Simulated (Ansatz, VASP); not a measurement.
**TaN: VASP beside Ansatz**

```
Ta N
1.0
     0.00000    2.11622    2.17427
     2.11622    0.00000    2.17427
     2.11622    2.11622    0.00000
Ta N
1 1
Direct
  0.49891 0.50109 0.50109
  0.01407 0.98593 0.98593
```

Change from the starting cell: mode 4 frozen in at -0.061 Å, equal normal strain along x and y -0.0267.

Alike in both runs: task single point; functional LDA; k mesh 18 × 18 × 18; occupations gaussian, width 0.15 eV; no spin polarisation.

|  | VASP | Ansatz |
| --- | --- | --- |
| version | VASP 6.6.1 | Ansatz 0.2.0 |
| potentials or method | VASP PAW LDA potentials, release 64 (Ta_pv, N), cutoff 520 eV | scalar-relativistic, plane waves, PAW |
| valence electrons in the cell | 16 | 18 |

```csv
,VASP,Ansatz,Ansatz less VASP
gap on the k mesh at the Fermi level (eV),none,none,-
pressure (GPa),27.2,24.6,-2.58
"traceless stress, the component that is largest in VASP (GPa)",-16.52,-16.28,+0.247
rms of the force components (eV/Å),0.523,0.513,-0.0098
```

LDA's correlation is that of Perdew and Zunger in VASP and of Perdew and Wang (1992) in Ansatz. Atom by atom the forces differ by 0.010 eV/Å (rms over components). A gap of «none» marks a metal or a gap that the smearing closes. VASP's potentials hold 16 valence electrons a cell and Ansatz's 18, so a difference there can come from the potentials and not from the codes.

Spin-orbit coupling is off throughout.
